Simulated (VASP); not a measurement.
# Zn2S (Fm-3m) in VASP: notebook, part 3 of 3

VASP 6.6.1. Earlier steps stand in the parts before.

## (5) Single point, PBE

This run uses another cell than the first one, of 19.69 Å³/atom.

INCAR

```
SYSTEM = Zn2S
  ALGO = Normal
  EDIFF = 1E-6
  ENCUT = 520
  GGA = PE
  ISIF = 2
  ISMEAR = 0
  LASPH = .True.
  LCHARG = .False.
  LREAL = .False.
  LWAVE = .False.
  NBANDS = 22
  NELM = 60
  PREC = Accurate
  SIGMA = 0.1
```

KPOINTS

```
k-points
0
Gamma
  14 14 14
  0 0 0
```

POSCAR

```
Zn2S
1.0
    0.0000000000      3.0910781220      3.0910781220
    3.0910781220      0.0000000000      3.0910781220
    3.0910781220      3.0910781220      0.0000000000
Zn S
2 1
Direct
    0.2500000000      0.2500000000      0.2500000000
    0.7500000000      0.7500000000      0.7500000000
    0.5000000000      0.5000000000      0.5000000000
```

The run is started by

```
$ cat potpaw_PBE.64/Zn/POTCAR potpaw_PBE.64/S/POTCAR > POTCAR
$ mpirun -np 1 vasp_std > vasp.out
```

Run time: 54 s. Hardware: 1 thread of Intel Xeon 6975P-C (Granite Rapids), shared host; peak memory 0.28 GiB.

Results (log left out):

```
Free energy            : -5.9159 eV
Pressure               : 0.1 GPa
Band gap on the k mesh : zero (bands 15 and 16 overlap by 1.20 eV)
```

Levels at points of the mesh, in eV from the Fermi level:
```csv
k point,band 12,band 13,band 14,band 15,band 16,band 17,band 18,band 19
"(0.00, 0.00, 0.00)",-3.55,-2.90,-2.90,-2.90,1.70,1.70,1.70,2.70
"(0.50, 0.00, 0.00)",-7.10,-3.50,-3.50,-2.40,2.50,2.50,2.87,4.66
"(0.50, 0.50, 0.00)",-6.17,-4.64,-4.64,-1.48,-0.29,3.04,5.53,5.53
```

## (6) Relaxation of cell and atoms, PBE

This run uses another cell than the first one, of 19.73 Å³/atom.

INCAR

```
PREC = Accurate
ENCUT = 600
EDIFF = 1E-6
ISMEAR = 0
SIGMA = 0.1
LREAL = False
LASPH = True
NELM = 80
ALGO = Normal
ISIF = 3
LWAVE = False
LCHARG = False
GGA = PE
IBRION = 2
NSW = 100
EDIFFG = -0.01
```

KPOINTS

```
Automatic mesh
0
Gamma
  14 14 14
```

POSCAR

```
Zn2S
1.0
    0.0000000000      3.0932764140      3.0932764140
    3.0932764140      0.0000000000      3.0932764140
    3.0932764140      3.0932764140      0.0000000000
Zn S
2 1
Direct
    0.2500000000      0.2500000000      0.2500000000
    0.7500000000      0.7500000000      0.7500000000
    0.5000000000      0.5000000000      0.5000000000
```

Potentials or basis: VASP PAW PBE potentials, release 64 (Zn, S).

The run is started by

```
$ cat potpaw_PBE.64/Zn/POTCAR potpaw_PBE.64/S/POTCAR > POTCAR
$ mpirun -np 1 vasp_std > vasp.out
```

OUTCAR:

```text
PREC = Accurate
   ENCUT = 600
   EDIFF = 1E-6
   ISMEAR = 0
   LREAL = False
   LASPH = True
   NELM = 80
   ISIF = 3
   GGA = PE
   IBRION = 2
   NSW = 100
   EDIFFG = -0.01

 ion  position               nearest neighbor table
   1  0.250  0.250  0.250-   3 2.68   3 2.68   3 2.68   3 2.68
   2  0.750  0.750  0.750-   3 2.68   3 2.68   3 2.68   3 2.68
   3  0.500  0.500  0.500-   1 2.68   1 2.68   1 2.68   1 2.68   2 2.68   2 2.68   2 2.68   2 2.68

  LATTYP: Found a face centered cubic cell.
 ALAT       =     6.1865528280

  Lattice vectors:

 A1 = (   0.0000000000,   3.0932764140,   3.0932764140)
 A2 = (   3.0932764140,   0.0000000000,   3.0932764140)
 A3 = (   3.0932764140,   3.0932764140,   0.0000000000)

Analysis of symmetry for initial positions (statically):
=====================================================================
 Subroutine PRICEL returns:
 Original cell was already a primitive cell.

 Routine SETGRP: Setting up the symmetry group for a
 face centered cubic supercell.

 Subroutine GETGRP returns: Found 48 space group operations
 (whereof 48 operations were pure point group operations)
 out of a pool of 48 trial point group operations.

The static configuration has the point symmetry O_h .

Analysis of symmetry for dynamics (positions and initial velocities):
=====================================================================
 Subroutine PRICEL returns:
 Original cell was already a primitive cell.

 Routine SETGRP: Setting up the symmetry group for a
 face centered cubic supercell.

 Subroutine GETGRP returns: Found 48 space group operations
 (whereof 48 operations were pure point group operations)
 out of a pool of 48 trial point group operations.

The dynamic configuration has the point symmetry O_h .

 Subroutine INISYM returns: Found 48 space group operations
 (whereof 48 operations are pure point group operations),
 and found     1 'primitive' translations

----------------------------------------------------------------------------------------

[... 116 lines left out ...]
  Fermi-wavevector in a.u.,A,eV,Ry     =   1.305228  2.466524 23.179174  1.703621
  Thomas-Fermi vector in A             =   2.436111
   LORBIT       =      0    0 simple, 1 ext, 2 COOP (PROOUT), +10 PAW based schemes
   GGA     = PE    functional components
   LHFCALC =     F    Hartree Fock is set to
   AEXX    =    0.0000 exact exchange contribution
   IVDW    =     0    specifies the selected vdW correction
   LEPSILON=     F    determine dielectric tensor
   LRPA    =     F    only Hartree local field effects (RPA)
 conjugate gradient relaxation of ions
 non-spin polarized calculation
 Gauss-broadening in eV      SIGMA  =   0.10
  energy-cutoff  :      600.00
  volume of cell :       59.20
 maximum number of plane-waves:      1995
   NGX = 17   NGY = 17   NGZ = 17

 number of electron      30.0000026 magnetization

 Free energy of the ion-electron system (eV)
  ---------------------------------------------------
  ext. energy  EPLUGINS =         0.00000000
  ---------------------------------------------------
  free energy    TOTEN  =        -5.91582543 eV

  energy without entropy =       -5.90971822  energy(sigma->0) =       -5.91277183

 E-fermi :   3.2986     XC(G=0):  -9.9522

 val. band max:        3.2877754071   @ k =   0.5000   0.4286   0.0714
 cond. band min:       3.3032243915   @ k =   0.4286   0.3571   0.0714
 fundamental gap:      0.0154489844
 Fermi energy:         3.2986293866

 k-point     1 :       0.0000    0.0000    0.0000
  band No.  band energies     occupation
      1     -11.1884      2.00000
      2      -4.5245      2.00000
      3      -4.5245      2.00000
      4      -4.5245      2.00000
      5      -4.3251      2.00000
      6      -4.3251      2.00000
[... 505 lines left out ...]
      6      -4.1841      2.00000
[... 11 lines left out ...]
     18       6.0841      0.00000
     19       7.4812      0.00000

 [... further k-points ...]

------------------------ aborting loop because EDIFF is reached ----------------------------------------

  FORCE on cell =-STRESS in cart. coord.  units (eV):
  Direction    XX          YY          ZZ          XY          YZ          ZX
  --------------------------------------------------------------------------------------
  -------------------------------------------------------------------------------------
  Total       -0.0117947     -0.0117947     -0.0117947     -0.0000000      0.0000000     -0.0000000
  in kB       -0.3192353     -0.3192353     -0.3192353     -0.0000000      0.0000000     -0.0000000
  external PRESSURE =      -0.3192353 kB  Pullay stress =       0.0000000 kB

 VOLUME and BASIS-vectors are now :
 -----------------------------------------------------------------------------
  energy-cutoff  :      600.00
  volume of cell :       59.20
      direct lattice vectors                 reciprocal lattice vectors
     0.000000000  3.093276414  3.093276414    -0.161640905  0.161640905  0.161640905
     3.093276414  0.000000000  3.093276414     0.161640905 -0.161640905  0.161640905
     3.093276414  3.093276414  0.000000000     0.161640905  0.161640905 -0.161640905

 POSITION                                       TOTAL-FORCE (eV/Angst)
 -----------------------------------------------------------------------------------
      1.54664      1.54664      1.54664         0.000000      0.000000      0.000000
      4.63991      4.63991      4.63991        -0.000000     -0.000000      0.000000
      3.09328      3.09328      3.09328        -0.000000     -0.000000     -0.000000
 -----------------------------------------------------------------------------------
    total drift:                                0.000000      0.000000      0.000000

  FREE ENERGIE OF THE ION-ELECTRON SYSTEM (eV)
  ---------------------------------------------------
  free  energy   TOTEN  =        -5.9158254347 eV

  energy  without entropy=       -5.9097182164  energy(sigma->0) =       -5.91277183

 reached required accuracy - stopping structural energy minimisation
```

OSZICAR:

```text
N       E                     dE             d eps       ncg     rms          rms(c)
DAV:   1     0.172897897832E+03    0.17290E+03   -0.16344E+04  3952   0.224E+03
DAV:   2     0.730290385119E+01   -0.16559E+03   -0.16104E+03  3995   0.367E+02
DAV:   3    -0.594023191589E+01   -0.13243E+02   -0.12970E+02  4591   0.104E+02
DAV:   4    -0.627963850426E+01   -0.33941E+00   -0.33790E+00  4229   0.152E+01
DAV:   5    -0.628493568592E+01   -0.52972E-02   -0.52951E-02  4533   0.187E+00    0.130E+01
DAV:   6    -0.591901890530E+01    0.36592E+00   -0.11363E+00  5207   0.246E+01    0.790E+00
DAV:   7    -0.592001726501E+01   -0.99836E-03   -0.29443E-01  4243   0.545E+00    0.200E+00
DAV:   8    -0.591586116457E+01    0.41561E-02   -0.12142E-02  4485   0.114E+00    0.544E-01
DAV:   9    -0.591577763658E+01    0.83528E-04   -0.17246E-03  4147   0.281E-01    0.986E-02
DAV:  10    -0.591579715847E+01   -0.19522E-04   -0.11385E-04  5066   0.106E-01    0.478E-02
DAV:  11    -0.591582407245E+01   -0.26914E-04   -0.53878E-05  4072   0.547E-02    0.130E-02
DAV:  12    -0.591582577498E+01   -0.17025E-05   -0.58823E-06  4518   0.228E-02    0.130E-02
DAV:  13    -0.591582543472E+01    0.34026E-06   -0.10146E-06  2541   0.979E-03
   1 F= -.59158254E+01 E0= -.59127718E+01  d E =-.591583E+01
```

It took 60 s on 1 thread of Intel Xeon 6975P-C (Granite Rapids), shared host; peak memory 0.28 GiB.

What came out:

| Quantity | Value |
| --- | --- |
| Free energy | -5.9158 eV |
| Pressure after relaxing | 0.0 GPa |
| Band gap on the k mesh | zero (bands 15 and 16 overlap by 1.20 eV) |

Final structure:
```
Zn S
1.0
     0.00000    3.09328    3.09328
     3.09328    0.00000    3.09328
     3.09328    3.09328    0.00000
Zn S
2 1
Cartesian
  1.5466 1.5466 1.5466
  4.6399 4.6399 4.6399
  3.0933 3.0933 3.0933
```

Levels at points of the mesh, in eV from the Fermi level:
```
           k point  band 11  band 12  band 13  band 14  band 15  band 16  band 17  band 18  band 19
(0.00, 0.00, 0.00)    -7.00    -3.55    -2.90    -2.90    -2.90     1.71     1.71     1.71     2.69
(0.50, 0.00, 0.00)    -7.15    -7.09    -3.49    -3.49    -2.40     2.51     2.51     2.86     4.65
(0.50, 0.50, 0.00)    -7.01    -6.17    -4.63    -4.63    -1.48    -0.29     3.03     5.52     5.52
```

Caveat: the relaxation stopped at its first step, so nothing moved.

## (7) Overview

| task | cell | k mesh | cutoff (eV) | gap on the mesh (eV) | pressure (GPa) |
| --- | --- | --- | --- | --- | --- |
| single point | a = 4.263 Å, angles 60.0°, 3 atoms | 6 × 6 × 6 | 520 | none | 4.7 |
| single point | a = 4.375 Å, angles 60.0°, 3 atoms | 6 × 6 × 6 | 520 | none | 0.3 |
| relaxation of cell and atoms | relaxed from a = 4.263 Å, angles 60.0°, 3 atoms | 6 × 6 × 6 | 600 | none | 0.3 |
| single point | a = 4.371 Å, angles 60.0°, 3 atoms | 14 × 14 × 14 | 520 | none | 0.1 |
| relaxation of cell and atoms | relaxed from a = 4.375 Å, angles 60.0°, 3 atoms | 14 × 14 × 14 | 600 | none | 0.0 |

Alike in all rows: level PBE; potentials or basis VASP PAW PBE potentials, release 64 (Zn, S); no spin polarisation; smearing gaussian 0.1 eV.

Caveats: semilocal functionals underestimate gaps, so a narrow gap can read as zero (at least some runs); the cell stands under pressure (at least some runs); the relaxation stopped at its first step, so nothing moved (at least some runs).

Total energies depend on the potentials used, so only differences within one code and one set of settings carry meaning.
